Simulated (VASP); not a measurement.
# GaSb (I-4m2) in VASP: notebook

GaSb is run at these levels: LDA; tasks: single point.

Program: VASP 6.6.1. These are calculated values, not measurements. Logs are shortened: lines on timing, memory, paths and dates and some standing lists are left out, and cuts for length are marked.

### 1 The cell of the first run

The structure is tetragonal, space group I-4m2 (No. 119). The conventional cell has a = 5.255 Å, b = 5.255 Å, c = 3.324 Å, α = 90.00°, β = 90.00°, γ = 90.00°. Within 3.7 Å of Ga (site symmetry -4m2) lie 8 Sb at 2.76 to 3.62 Å and 2 Ga at 3.32 Å. Sb (site symmetry -4m2) has 8 Ga at 2.76 to 3.62 Å and 2 Sb at 3.32 Å within 3.7 Å.

### 2 Single point, LDA

Input file INCAR:

```
ALGO = Normal
EDIFF = 1E-6
ENCUT = 520
ISIF = 2
ISMEAR = 0
LASPH = True
LCHARG = False
LREAL = False
LWAVE = False
NBANDS = 16
NELM = 80
PREC = Accurate
SIGMA = 0.15
```

Input file KPOINTS:

```
k-points
0
Gamma
  16 16 16
```

Input file POSCAR:

```
GaSb
1.0
   -2.6275500000      2.6275500000      1.6617500000
    2.6275500000     -2.6275500000      1.6617500000
    2.6275500000      2.6275500000     -1.6617500000
Ga Sb
1 1
Direct
    0.2500000000      0.7500000000      0.5000000000
    0.0000000000      0.0000000000      0.0000000000
```

Potentials or basis: VASP PAW LDA potentials, release 64 (Ga_d, Sb).

Launch:

```console
cat potpaw_LDA.64/Ga_d/POTCAR potpaw_LDA.64/Sb/POTCAR > POTCAR
mpirun -np 1 vasp_std > vasp.out
```

OUTCAR:

```text
EDIFF = 1E-6
   ENCUT = 520
   ISIF = 2
   ISMEAR = 0
   LASPH = True
   LREAL = False
   NELM = 80
   PREC = Accurate

 ion  position               nearest neighbor table
   1  0.250  0.750  0.500-   2 2.76   2 2.76   2 2.76   2 2.76
   2  0.000  0.000  0.000-   1 2.76   1 2.76   1 2.76   1 2.76

  LATTYP: Found a body centered tetragonal cell.
 ALAT       =     5.2551000000
 C/A-ratio  =     0.6324332553

  Lattice vectors:

 A1 = (  -2.6275500000,   2.6275500000,   1.6617500000)
 A2 = (   2.6275500000,  -2.6275500000,   1.6617500000)
 A3 = (   2.6275500000,   2.6275500000,  -1.6617500000)

Analysis of symmetry for initial positions (statically):
=====================================================================
 Subroutine PRICEL returns:
 Original cell was already a primitive cell.

 Routine SETGRP: Setting up the symmetry group for a
 body centered tetragonal supercell.

 Subroutine GETGRP returns: Found  8 space group operations
 (whereof  8 operations were pure point group operations)
 out of a pool of 16 trial point group operations.

The static configuration has the point symmetry D_2d.

Analysis of symmetry for dynamics (positions and initial velocities):
=====================================================================
 Subroutine PRICEL returns:
 Original cell was already a primitive cell.

 Routine SETGRP: Setting up the symmetry group for a
 body centered tetragonal supercell.

 Subroutine GETGRP returns: Found  8 space group operations
 (whereof  8 operations were pure point group operations)
 out of a pool of 16 trial point group operations.

The dynamic configuration has the point symmetry D_2d.

 Subroutine INISYM returns: Found  8 space group operations
 (whereof  8 operations are pure point group operations),
 and found     1 'primitive' translations

----------------------------------------------------------------------------------------

                                     Primitive cell

  volume of cell :      45.8910

  direct lattice vectors                    reciprocal lattice vectors
    -2.627550000  2.627550000  1.661750000     0.000000000  0.190291336  0.300887618
     2.627550000 -2.627550000  1.661750000     0.190291336  0.000000000  0.300887618
     2.627550000  2.627550000 -1.661750000     0.190291336  0.190291336  0.000000000

  length of vectors
     4.070559061  4.070559061  4.070559061     0.356011449  0.356011449  0.269112588

  position of ions in fractional coordinates (direct lattice)
     0.250000000  0.750000000  0.500000000
     0.000000000  0.000000000  0.000000000

  ion indices of the primitive-cell ions
   primitive index   ion index
                 1           1
                 2           2

----------------------------------------------------------------------------------------

 KPOINTS: k-points

Automatic generation of k-mesh.
 Grid dimensions read from file:
 generate k-points for:   16   16   16

 Generating k-lattice:

  Cartesian coordinates                     Fractional coordinates (reciprocal lattice)
     0.000000000  0.011893209  0.018805476     0.062500000  0.000000000  0.000000000
     0.011893209  0.000000000  0.018805476     0.000000000  0.062500000  0.000000000
     0.011893209  0.011893209  0.000000000     0.000000000  0.000000000  0.062500000

  Length of vectors
     0.022250716  0.022250716  0.016819537

  Shift w.r.t. Gamma in fractional coordinates (k-lattice)
     0.000000000  0.000000000  0.000000000

 Subroutine IBZKPT returns following result:
 ===========================================

 Found    349 irreducible k-points:

 Following reciprocal coordinates:
            Coordinates               Weight
  0.000000  0.000000  0.000000      1.000000
  0.062500  0.000000  0.000000      8.000000
  0.125000  0.000000  0.000000      8.000000
  0.187500  0.000000  0.000000      8.000000
  0.250000  0.000000  0.000000      8.000000
  0.312500  0.000000 -0.000000      8.000000
[... 16 lines left out ...]
 -0.125000  0.062500  0.000000     16.000000
 -0.062500  0.062500  0.000000      4.000000
 [... further k-points ...]
   k-points           NKPTS =    349   k-points in BZ     NKDIM =    349   number of bands    NBANDS=     16
   number of dos      NEDOS =    301   number of ions     NIONS =      2
   total plane-waves  NPLWV =  27000
   dimension x,y,z NGX =    30 NGY =   30 NGZ =   30
   dimension x,y,z NGXF=    60 NGYF=   60 NGZF=   60
   ions per type =               1   1
   NGX,Y,Z   is equivalent  to a cutoff of  12.25, 12.25, 12.25 a.u.
   NGXF,Y,Z  is equivalent  to a cutoff of  24.50, 24.50, 24.50 a.u.
 SYSTEM =  unknown system
   PREC   = accura    normal or accurate (medium, high low for compatibility)
   ISTART =      0    job   : 0-new  1-cont  2-samecut
   ICHARG =      2    charge: 1-file 2-atom 10-const
   ISPIN  =      1    spin polarized calculation?
   LNONCOLLINEAR =      F non collinear calculations
   LSORBIT =      F    spin-orbit coupling
   LASPH  =      T    aspherical Exc in radial PAW
   ENCUT  =  520.0 eV  38.22 Ry    6.18 a.u.   7.57  7.57  7.57*2*pi/ulx,y,z
   NELM   =     80;   NELMIN=  2; NELMDL= -5     # of ELM steps
   EDIFF  = 0.1E-05   stopping-criterion for ELM
   LREAL  =      F    real-space projection
   EDIFFG = 0.1E-04   stopping-criterion for IOM
   NSW    =      0    number of steps for IOM
   IBRION =     -1    ionic relax: 0-MD 1-quasi-New 2-CG
   NFREE  =      0    steps in history (QN), initial steepest desc. (CG)
   ISIF   =      2    stress and relaxation
   ISYM   =      2    0-nonsym 1-usesym 2-fastsym
   POTIM  = 0.5000    time-step for ionic-motion
   TEBEG  =    0.0;   TEEND  =   0.0 temperature during run
   PSTRESS=    0.0 pullay stress
   NELECT =      18.0000    total number of electrons
   NUPDOWN=      -1.0000    fix difference up-down
   EMIN   =  10.00;   EMAX   =-10.00  energy-range for DOS
   EFERMI =   0.00;   METHOD = LEGACY
   ISMEAR =     0;   SIGMA  =   0.15  broadening in eV -4-tet -1-fermi 0-gaus
   EFERMI_NEDOS =   21; number of points for ismear=-14 and -15
   IALGO  =     38    algorithm
   IMIX   =      4    mixing-type and parameters
     AMIX     =   0.40;   BMIX     =  1.00
     AMIX_MAG =   1.60;   BMIX_MAG =  1.00
  volume/ion in A,a.u.               =      22.95       154.84
  Fermi-wavevector in a.u.,A,eV,Ry     =   1.198367  2.264585 19.539096  1.436083
  Thomas-Fermi vector in A             =   2.334258
   LORBIT       =      0    0 simple, 1 ext, 2 COOP (PROOUT), +10 PAW based schemes
   GGA     = CA    functional components
   LHFCALC =     F    Hartree Fock is set to
   AEXX    =    0.0000 exact exchange contribution
   IVDW    =     0    specifies the selected vdW correction
   LEPSILON=     F    determine dielectric tensor
   LRPA    =     F    only Hartree local field effects (RPA)
 non-spin polarized calculation
 Gauss-broadening in eV      SIGMA  =   0.15
  energy-cutoff  :      520.00
  volume of cell :       45.89
 maximum number of plane-waves:      1252
   NGX = 15   NGY = 15   NGZ = 15

 number of electron      17.9999995 magnetization

 Free energy of the ion-electron system (eV)
  ---------------------------------------------------
  ext. energy  EPLUGINS =         0.00000000
  ---------------------------------------------------
  free energy    TOTEN  =        -8.32956837 eV

  energy without entropy =       -8.32075334  energy(sigma->0) =       -8.32516086

 E-fermi :   6.9705     XC(G=0): -10.6726

 val. band max:        6.9557875017   @ k =   0.4375   0.3750   0.0000
 cond. band min:       6.9832444853   @ k =  -0.4375   0.2500  -0.0000
 fundamental gap:      0.0274569836
 Fermi energy:         6.9705406210

 k-point     1 :       0.0000    0.0000    0.0000
  band No.  band energies     occupation
      1      -8.1518      2.00000
      2      -8.0925      2.00000
      3      -8.0822      2.00000
      4      -8.0716      2.00000
      5      -8.0716      2.00000
      6      -5.3682      2.00000
[... 8 lines left out ...]
     15      16.1201      0.00000
     16      17.1713      0.00000

 k-point     2 :       0.0625    0.0000    0.0000
  band No.  band energies     occupation
      1      -8.1483      2.00000
      2      -8.0935      2.00000
      3      -8.0814      2.00000
      4      -8.0729      2.00000
      5      -8.0729      2.00000
      6      -5.2970      2.00000
[... 8 lines left out ...]
     15      16.4788      0.00000
     16      16.9666      0.00000

 k-point     3 :       0.1250    0.0000    0.0000
  band No.  band energies     occupation
      1      -8.1384      2.00000
      2      -8.0963      2.00000
      3      -8.0810      2.00000
      4      -8.0764      2.00000
      5      -8.0749      2.00000
      6      -5.0841      2.00000
[... 8 lines left out ...]
     15      16.0732      0.00000
     16      17.1878      0.00000

 k-point     4 :       0.1875    0.0000    0.0000
  band No.  band energies     occupation
      1      -8.1249      2.00000
      2      -8.1004      2.00000
      3      -8.0860      2.00000
      4      -8.0809      2.00000
      5      -8.0721      2.00000
      6      -4.7320      2.00000
[... 8 lines left out ...]
     15      15.3909      0.00000
     16      17.5027      0.00000
[... 324 lines left out ...]
 k-point    22 :      -0.1875    0.0625    0.0000
  band No.  band energies     occupation
      1      -8.1370      2.00000
      2      -8.0994      2.00000
      3      -8.0812      2.00000
      4      -8.0758      2.00000
      5      -8.0722      2.00000
      6      -4.9668      2.00000
[... 8 lines left out ...]
     15      15.7766      0.00000
     16      16.9502      0.00000

 k-point    23 :      -0.1250    0.0625    0.0000
  band No.  band energies     occupation
      1      -8.1471      2.00000
      2      -8.0956      2.00000
      3      -8.0807      2.00000
      4      -8.0730      2.00000
      5      -8.0712      2.00000
      6      -5.2186      2.00000
[... 8 lines left out ...]
     15      16.1253      0.00000
     16      16.7335      0.00000

 k-point    24 :      -0.0625    0.0625    0.0000
  band No.  band energies     occupation
      1      -8.1512      2.00000
      2      -8.0936      2.00000
      3      -8.0817      2.00000
      4      -8.0717      2.00000
      5      -8.0708      2.00000
      6      -5.3289      2.00000
[... 8 lines left out ...]
     15      15.9614      0.00000
     16      17.0283      0.00000

 [... further k-points ...]

------------------------ aborting loop because EDIFF is reached ----------------------------------------

  FORCE on cell =-STRESS in cart. coord.  units (eV):
  Direction    XX          YY          ZZ          XY          YZ          ZX
  --------------------------------------------------------------------------------------
  -------------------------------------------------------------------------------------
  Total        0.2635569      0.2635569     -1.0110276      0.0000000      0.0000000      0.0000000
  in kB        9.2014716      9.2014716    -35.2976633      0.0000000      0.0000000      0.0000000
  external PRESSURE =      -5.6315733 kB  Pullay stress =       0.0000000 kB

 VOLUME and BASIS-vectors are now :
 -----------------------------------------------------------------------------
  energy-cutoff  :      520.00
  volume of cell :       45.89
      direct lattice vectors                 reciprocal lattice vectors
    -2.627550000  2.627550000  1.661750000     0.000000000  0.190291336  0.300887618
     2.627550000 -2.627550000  1.661750000     0.190291336  0.000000000  0.300887618
     2.627550000  2.627550000 -1.661750000     0.190291336  0.190291336  0.000000000

 POSITION                                       TOTAL-FORCE (eV/Angst)
 -----------------------------------------------------------------------------------
      2.62755     -0.00000      0.83088         0.000000      0.000000      0.000000
      0.00000      0.00000      0.00000        -0.000000     -0.000000     -0.000000
 -----------------------------------------------------------------------------------
    total drift:                                0.000000     -0.000000      0.000000

  FREE ENERGIE OF THE ION-ELECTRON SYSTEM (eV)
  ---------------------------------------------------
  free  energy   TOTEN  =        -8.3295683748 eV

  energy  without entropy=       -8.3207533379  energy(sigma->0) =       -8.32516086
```

It took 4.7 min on 1 thread of Intel Xeon 8259CL, shared host; peak memory 0.37 GiB.

What came out:

```
Free energy            : -8.3296 eV
Pressure               : -0.6 GPa
Band gap on the k mesh : zero (bands 9 and 10 overlap by 5.24 eV)
```

Levels at points of the mesh, in eV from the Fermi level:
```
           k point  band 6  band 7  band 8  band 9  band 10  band 11  band 12  band 13
(0.00, 0.00, 0.00)  -12.34   -2.00   -1.63   -1.63     3.77     4.05     6.41     7.39
(0.50, 0.00, 0.00)   -8.94   -6.12   -2.27   -1.93    -1.08     2.29     3.59     5.59
(0.50, 0.50, 0.00)  -10.54   -8.31    0.36    1.66     2.99     3.10     4.02     5.48
(0.50, 0.50, 0.50)   -9.05   -5.83   -5.16   -5.16     2.08     3.48    11.27    11.27
```

Caveat: spin-orbit coupling is left out, which moves the levels of the heavy elements.

[end of part 1 of 2]
